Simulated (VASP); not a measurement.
Here is a VASP 6.6.1 calculation.

INCAR

```
SYSTEM = Zn
ALGO     = Normal         ! electronic algorithm
EDIFF    = 1E-7           ! SCF threshold, eV
ENCUT    = 520            ! plane-wave cutoff, eV
GGA      = PE             ! functional
ISIF     = 2              ! what is computed and relaxed
ISMEAR   = -1             ! smearing method
LASPH    = .TRUE.         ! aspherical terms in the spheres
LCHARG   = .FALSE.        ! write CHGCAR
LREAL    = .FALSE.        ! projectors in reciprocal space
LWAVE    = .FALSE.        ! write WAVECAR
NBANDS   = 19             ! bands
NELM     = 80             ! most SCF steps
PREC     = Accurate       ! precision mode
SIGMA    = 0.05           ! smearing width, eV
```

KPOINTS

```
k-points
0
G
  21 21 11
  0 0 0
```

POSCAR

```
Zn
1.0
    2.1103861183      0.0000000000      0.0000000000
   -1.0551930592      1.8276479903      0.0000000000
    0.0000000000      0.0000000000      3.3919781992
Zn
2
Direct
    0.3333333333      0.6666666667      0.2500000000
    0.6666666667      0.3333333333      0.7500000000
```

Potentials or basis: VASP PAW PBE potentials, release 64 (Zn).

The run is started by

```console
$ cat potpaw_PBE.64/Zn/POTCAR > POTCAR
$ mpirun -np 1 vasp_std > vasp.out
```

(1) What does it give for the band gap on the k mesh?

(2) Estimate the pressure.

## Answers

(1) zero (band 12 reaches 15.83 eV, above the bottom of band 13 at 12.57 eV).

(2) 503.0 GPa.
